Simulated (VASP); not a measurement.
Wanted: the native input for a VASP 6.6.1 run.

* Task: single point
* Functional: PBE
* Potentials or basis: VASP PAW PBE potentials, release 64 (Ta_pv, N)
* Cutoff: 520 eV
* k mesh: 16 × 16 × 16
* Occupations: fermi-dirac, width 0.1 eV
* Spin: no spin polarisation
* Dipole correction: no
* Further INCAR settings: ALGO = Normal; EDIFF = 1e-07; NBANDS = 15

The structure of TaN (CsCl type) lies in POSCAR:

```
TaN
1.0
    2.4277488048      0.0000000000      0.0000000000
    0.0000000000      2.4277488048      0.0000000000
    0.0000000000      0.0000000000      2.4277488048
Ta N
1 1
Direct
    0.0000000000      0.0000000000      0.0000000000
    0.5000000000      0.5000000000      0.5000000000
```

One way to write it, as run:

INCAR

```
SYSTEM = TaN
ALGO = Normal ; EDIFF = 1E-7
ENCUT = 520 ; GGA = PE
ISIF = 2 ; ISMEAR = -1
LASPH = .TRUE. ; LCHARG = .TRUE.
LELF = .TRUE. ; LREAL = .FALSE.
LVHAR = .TRUE. ; LWAVE = .FALSE.
NBANDS = 15 ; NELM = 100
PREC = Accurate ; SIGMA = 0.1
```

KPOINTS

```
k-points
0
G
  16 16 16
  0 0 0
```

Potentials or basis: VASP PAW PBE potentials, release 64 (Ta_pv, N).

The run is started by

```bash
$ cat potpaw_PBE.64/Ta_pv/POTCAR potpaw_PBE.64/N/POTCAR > POTCAR
$ mpirun -np 1 vasp_std > vasp.out
```

Results of the run:

```
Pressure               : 268.4 GPa
Band gap on the k mesh : zero (band 8 reaches 23.94 eV, above the bottom of band 9 at 10.78 eV)
```

Caveat: spin-orbit coupling is left out, which moves the levels of the heavy elements.

It took 17 s on 1 thread of Intel(R) Xeon(R) Platinum 8488C (Sapphire Rapids) (shared host), peak memory 0.15 GiB.
